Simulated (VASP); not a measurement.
A run of VASP 6.6.1 is set up as follows.

Contents of INCAR:

```
ALGO = Normal ; EDIFF = 1E-6
ENCUT = 520 ; GGA = PE
ISIF = 2 ; ISMEAR = 0
LASPH = True ; LCHARG = False
LREAL = False ; LWAVE = False
NBANDS = 16 ; NELM = 60
PREC = Accurate ; SIGMA = 0.15
```

KPOINTS

```
k-points
0
Gamma
  14 14 14
```

The input POSCAR:

```
GaSb
1.0
    0.0000000000      3.1480545643      3.1480545643
    3.1480545643      0.0000000000      3.1480545643
    3.1480545643      3.1480545643      0.0000000000
Ga Sb
1 1
Direct
    0.0000000000      0.0000000000      0.0000000000
    0.7500000000      0.7500000000      0.7500000000
```

Potentials or basis: VASP PAW PBE potentials, release 64 (Ga_d, Sb).

The run is started by

```console
$ cat potpaw_PBE.64/Ga_d/POTCAR potpaw_PBE.64/Sb/POTCAR > POTCAR
$ mpirun -np 1 vasp_std > vasp.out
```

Task: Estimate the pressure.

Result: -1.5 GPa.

Task: What does it give for the band gap on the k mesh?

Result: Zero (filled and empty bands touch).

Caveat: semilocal functionals underestimate gaps, so a narrow gap can read as zero; spin-orbit coupling is left out, which moves the levels of the heavy elements.
